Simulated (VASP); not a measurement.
Write the native input for VASP 6.6.1 that does the following.

| Property | Result |
| --- | --- |
| Task | relaxation of cell and atoms |
| Functional | r2SCAN |
| Potentials or basis | VASP PAW PBE potentials, release 64 (Ca_sv, Se) |
| Cutoff | 600 eV |
| k mesh | 6 × 6 × 4 |
| Occupations | gaussian, width 0.02 eV |
| Spin | no spin polarisation |
| Dipole correction | no |
| Further INCAR settings | ALGO = Normal; EDIFF = 1e-06; IBRION = 2; EDIFFG = -0.01; NSW = 80; ISIF = 3 |

Crystal: CaSe.

```
Ca Se
1.0
     5.00421    0.00000    0.00000
    -2.50210    4.33377    0.00000
     0.00000    0.00000    5.87829
Ca Se
2 2
Direct
  0.33333 0.66667 0.93501
  0.66667 0.33333 0.43501
  0.33333 0.66667 0.43499
  0.66667 0.33333 0.93499
```

These files were run (other wordings do the same):

POSCAR

```
CaSe
1.0
    5.0042064082      0.0000000000      0.0000000000
   -2.5021032041      4.3337698753      0.0000000000
    0.0000000000      0.0000000000      5.8782880696
Ca Se
2 2
Direct
    0.3333333333      0.6666666667      0.9350135626
    0.6666666667      0.3333333333      0.4350135626
    0.3333333333      0.6666666667      0.4349864374
    0.6666666667      0.3333333333      0.9349864374
```

INCAR.step1

```
SYSTEM = CaSe
ALGO     = Normal         ! electronic algorithm
EDIFF    = 1E-4           ! SCF threshold, eV
ENCUT    = 600            ! plane-wave cutoff, eV
GGA      = PE             ! functional
ISMEAR   = 0              ! smearing method
LASPH    = .True.         ! aspherical terms in the spheres
LCHARG   = .False.        ! write CHGCAR
LREAL    = .False.        ! projectors in reciprocal space
LWAVE    = .True.         ! write WAVECAR
NELM     = 60             ! most SCF steps
PREC     = Accurate       ! precision mode
SIGMA    = 0.02           ! smearing width, eV
```

INCAR.step2

```
SYSTEM = CaSe
ALGO     = Normal         ! electronic algorithm
EDIFF    = 1E-6           ! SCF threshold, eV
EDIFFG   = -0.01          ! ionic threshold
ENCUT    = 600            ! plane-wave cutoff, eV
IBRION   = 2              ! ionic algorithm
ISIF     = 3              ! what is computed and relaxed
ISMEAR   = 0              ! smearing method
ISTART   = 1            
LASPH    = .True.         ! aspherical terms in the spheres
LCHARG   = .False.        ! write CHGCAR
LMIXTAU  = .True.       
LREAL    = .False.        ! projectors in reciprocal space
LWAVE    = .False.        ! write WAVECAR
METAGGA  = R2SCAN         ! meta-GGA
NELM     = 60             ! most SCF steps
NSW      = 80             ! ionic steps
PREC     = Accurate       ! precision mode
SIGMA    = 0.02           ! smearing width, eV
```

KPOINTS

```
k-points
0
Gamma
  6 6 4
  0 0 0
```

Potentials or basis: VASP PAW PBE potentials, release 64 (Ca_sv, Se).

Run with:

```bash
$ cat potpaw_PBE.64/Ca_sv/POTCAR potpaw_PBE.64/Se/POTCAR > POTCAR
$ cp INCAR.step1 INCAR
$ mpirun -np 1 vasp_std > vasp.out
$ cp INCAR.step2 INCAR
$ mpirun -np 1 vasp_std > vasp.out
```

It gave:

```yaml
Relaxed_volume: 32.03 Å³/atom
Relaxed_cell: a = 5.013 Å, b = 5.013 Å, c = 5.888 Å, α = 90.00°, β = 90.00°, γ = 120.00°
Space_group_after_relaxing_to_0.1_Å: P6_3/mmc (No. 194)
Energy_gained_by_relaxing: 0.1 meV/atom
Ionic_steps: 3
Pressure_after_relaxing: 0.0 GPa
Band_gap_on_the_k_mesh: 2.90 eV (least direct gap 3.03 eV)
```

Caveat: the PAW data sets were made with another functional, which shifts forces and pressure a little.

Wall time 5.6 min on 1 thread of AMD EPYC 9R45 96-Core Processor (Zen 5), on a shared host, peak memory 0.29 GiB.
